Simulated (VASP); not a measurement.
# Ta2H in VASP: notebook, part 2 of 2

VASP 6.6.1. The steps go on from the part before.

### Step 5. Single point, PBEsol (strained and its atoms moved)

Contents of INCAR:

```
  ALGO = Normal
  EDIFF = 1E-7
  ENCUT = 520
  GGA = PS
  ISIF = 2
  ISMEAR = 0
  LASPH = T
  LCHARG = F
  LREAL = F
  LWAVE = F
  NBANDS = 18
  NELM = 60
  PREC = Accurate
  SIGMA = 0.1
```

Contents of KPOINTS:

```
k-points
0
Gamma
  12 12 12
```

Contents of POSCAR:

```
Ta2H
1.0
    3.3870381627      0.0000000000      0.0000000000
    0.0000000000      3.3870381627      0.0000000000
    0.0000000000      0.0000000000      3.3737257488
Ta H
2 1
Direct
    0.5000000000      0.0000000000      0.7520971488
    0.0000000000      0.5000000000      0.2479028512
    0.0000000000      0.0000000000      0.0000000000
```

On the command line:

```bash
cat potpaw_PBE.64/Ta_pv/POTCAR potpaw_PBE.64/H/POTCAR > POTCAR
mpirun -np 1 vasp_std > vasp.out
```

Wall time 3.4 min (1 thread of AMD EPYC 7R13, shared host); peak memory 0.22 GiB.

The run converged. Its results:

```yaml
Free_energy: -28.8122 eV
Pressure: -3.3 GPa
Largest_force: 0.766 eV/Å
```

Forces in eV/Å, atoms in the order of the input:
```
Ta   0.000  0.000 -0.766
Ta   0.000  0.000  0.766
H    0.000  0.000  0.000
```

Levels at points of the mesh, in eV from the Fermi level:
```csv
k point,band 8,band 9,band 10,band 11,band 12,band 13,band 14,band 15,band 16,band 17
"(0.00, 0.00, 0.00)",-5.03,-3.77,0.33,0.33,0.42,3.02,3.20,5.29,5.98,5.98
"(0.50, 0.00, 0.00)",-3.84,-1.72,-0.91,0.00,0.68,0.96,1.10,2.47,2.91,3.75
"(0.50, 0.50, 0.00)",-4.46,-4.46,-1.41,-0.64,1.26,3.18,3.18,4.12,4.12,6.78
"(0.00, 0.00, 0.50)",-4.05,-2.12,-1.07,0.46,0.46,1.08,1.08,2.59,2.89,4.27
"(0.50, 0.00, 0.50)",-4.16,-1.95,-1.54,-0.77,1.09,3.11,3.15,4.23,4.36,6.86
"(0.50, 0.50, 0.50)",-1.59,-1.54,-1.54,-1.29,-1.22,4.06,4.06,4.56,4.56,5.85
```

Caveat: the cell differs from its parent crystal (strained and its atoms moved); the PAW data sets were made with another functional, which shifts forces and pressure a little; spin-orbit coupling is left out, which moves the levels of the heavy elements.

### Step 6. Single point, PBEsol (strained)

Contents of INCAR:

```
PREC = Accurate ; ENCUT = 520
EDIFF = 1E-6 ; ISMEAR = 0
SIGMA = 0.1 ; LREAL = F
LASPH = T ; NELM = 60
ALGO = Normal ; ISIF = 2
LWAVE = F ; LCHARG = F
GGA = PS ; NBANDS = 18
```

Contents of KPOINTS:

```
regular mesh
0
Gamma
  12 12 12
```

Contents of POSCAR:

```
Ta2H
1.0
    3.4975191502      0.0000000000      0.0000000000
    0.0000000000      3.4975191502      0.0000000000
    0.0000000000      0.0000000000      3.2296826331
Ta H
2 1
Direct
    0.5000000000      0.0000000000      0.7197735624
    0.0000000000      0.5000000000      0.2802264376
    0.0000000000      0.0000000000      0.0000000000
```

Potentials or basis: VASP PAW PBE potentials, release 64 (Ta_pv, H).

On the command line:

```bash
cat potpaw_PBE.64/Ta_pv/POTCAR potpaw_PBE.64/H/POTCAR > POTCAR
mpirun -np 1 vasp_std > vasp.out
```

OUTCAR:

```text
PREC = Accurate
   ENCUT = 520
   EDIFF = 1E-6
   ISMEAR = 0
   LREAL = F
   LASPH = T
   NELM = 60
   ISIF = 2
   GGA = PS

 ion  position               nearest neighbor table
   1  0.500  0.000  0.720-   3 1.97   3 1.97   2 2.85   2 2.85   2 2.85   2 2.85   2 3.06   2 3.06
                             2 3.06   2 3.06
   2  0.000  0.500  0.280-   3 1.97   3 1.97   1 2.85   1 2.85   1 2.85   1 2.85   1 3.06   1 3.06
                             1 3.06   1 3.06
   3  0.000  0.000  0.000-   1 1.97   2 1.97   2 1.97   1 1.97

  LATTYP: Found a simple tetragonal cell.
[... 700 lines left out ...]

  FORCE on cell =-STRESS in cart. coord.  units (eV):
  Direction    XX          YY          ZZ          XY          YZ          ZX
  --------------------------------------------------------------------------------------
  -------------------------------------------------------------------------------------
  Total       -2.8125449     -2.8125449     -0.2350564      0.0000000      0.0000000      0.0000000
  in kB     -114.0591164   -114.0591164     -9.5324098      0.0000000      0.0000000      0.0000000
  external PRESSURE =     -79.2168809 kB  Pullay stress =       0.0000000 kB

 VOLUME and BASIS-vectors are now :
 -----------------------------------------------------------------------------
  energy-cutoff  :      520.00
  volume of cell :       39.51
      direct lattice vectors                 reciprocal lattice vectors
     3.497519150  0.000000000  0.000000000     0.285916948  0.000000000  0.000000000
     0.000000000  3.497519150  0.000000000     0.000000000  0.285916948  0.000000000
     0.000000000  0.000000000  3.229682633     0.000000000  0.000000000  0.309627946

 POSITION                                       TOTAL-FORCE (eV/Angst)
 -----------------------------------------------------------------------------------
      1.74876      0.00000      2.32464         0.000000      0.000000      1.277991
      0.00000      1.74876      0.90504         0.000000      0.000000     -1.277991
      0.00000      0.00000      0.00000         0.000000      0.000000      0.000000
 -----------------------------------------------------------------------------------
    total drift:                                0.000000      0.000000     -0.000000

  FREE ENERGIE OF THE ION-ELECTRON SYSTEM (eV)
  ---------------------------------------------------
  free  energy   TOTEN  =       -28.6278523223 eV

  energy  without entropy=      -28.6207750759  energy(sigma->0) =      -28.62431370
```

stdout:

```text
POSCAR found type information on POSCAR TaH
 POSCAR found :  2 types and       3 ions
 scaLAPACK will be used
 -----------------------------------------------------------------------------
|                                                                             |
|                                                                             |
|     You enforced a specific xc type in the INCAR file but a different       |
|     I HOPE YOU KNOW WHAT YOU ARE DOING!                                     |
|                                                                             |
 -----------------------------------------------------------------------------

 LDA part: xc-table for (Slater+PW92), standard interpolation
 POSCAR, INCAR and KPOINTS ok, starting setup
 FFT: planning ... GRIDC
 FFT: planning ... GRID_SOFT
 FFT: planning ... GRID
 WAVECAR not read
 entering main loop
```

Wall time 2.6 min (1 thread of AMD EPYC 7R13, shared host); peak memory 0.22 GiB.

Results:

* Free energy: -28.6279 eV
* Pressure: -7.9 GPa
* Largest force: 1.278 eV/Å

Forces in eV/Å, atoms in the order of the input:
```
Ta   0.000  0.000  1.278
Ta   0.000  0.000 -1.278
H    0.000  0.000  0.000
```

Stress tensor (GPa, compression positive):
```
-11.41   0.00   0.00
  0.00 -11.41   0.00
  0.00   0.00  -0.95
```

Caveat: the cell differs from its parent crystal (strained); the PAW data sets were made with another functional, which shifts forces and pressure a little; spin-orbit coupling is left out, which moves the levels of the heavy elements.

### Step 7. Summary

```csv
cell,gap on the mesh (eV),pressure (GPa),largest force (eV/Å)
"a = 3.414, b = 3.315, c = 3.371 Å, 3 atoms",none,-0.8,0.01
"a = 3.481, b = 3.291, c = 3.346 Å, 3 atoms",none,-1.9,0.01
"a = 3.414, b = 3.330, c = 3.376 Å, 3 atoms",none,-2.0,0.19
"a = 3.387, b = 3.387, c = 3.374 Å, 3 atoms",none,-3.3,0.77
"a = 3.498, b = 3.498, c = 3.230 Å, 3 atoms",none,-7.9,1.28
```

Alike in all rows: task single point; level PBEsol; potentials or basis VASP PAW PBE potentials, release 64 (Ta_pv, H); no spin polarisation; k mesh 12 × 12 × 12; cutoff (eV) 520; smearing gaussian 0.1 eV.

Caveats: the PAW data sets were made with another functional, which shifts forces and pressure a little; spin-orbit coupling is left out, which moves the levels of the heavy elements.

Absolute energies hang on the potentials; compare differences alone.
